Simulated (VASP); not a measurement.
# InF7: density of states with PBE

Crystal: InF7.

```
CELL_PARAMETERS angstrom
0.00000 3.44044 3.44044
3.44044 0.00000 3.44044
3.44044 3.44044 0.00000
ATOMIC_POSITIONS crystal
In 0.00000 0.00000 0.00000
F 0.00000 0.00000 0.50000
F 0.50000 0.00000 0.50000
F 0.00000 0.50000 0.50000
F 0.50000 0.50000 0.00000
F 0.00000 0.50000 0.00000
F 0.50000 0.00000 0.00000
F 0.50000 0.50000 0.50000
```

```json
{
  "Program": "VASP 6.6.1",
  "Task": "density of states",
  "Functional": "PBE",
  "Potentials or basis": "VASP PAW PBE potentials, release 64 (In_d, F)",
  "Cutoff": "520 eV",
  "k mesh": "10 × 10 × 10",
  "Occupations": "gaussian, width 0.1 eV",
  "Spin": "no spin polarisation",
  "Dipole correction": "no",
  "k mesh for the DOS": "15 × 15 × 15",
  "Occupations for the DOS": "tetrahedron",
  "Further INCAR settings": "ALGO = Normal; EDIFF = 1e-06"
}
```

The valence electrons inside the program's atomic spheres are In 10.73; F 5.92, 5.79.

Levels at points of the mesh, in eV from the Fermi level:
```
           k point  band 28  band 29  band 30  band 31  band 32  band 33  band 34  band 35
(0.00, 0.00, 0.00)    -0.07     0.11     0.11     0.38     0.38     0.38     0.99    12.61
```

Run time: 5.9 min on 1 thread of AMD EPYC 9R14 (Zen 4) (shared host), peak memory 0.36 GiB.

Caveat: spin-orbit coupling is left out, which moves the levels of the heavy elements.
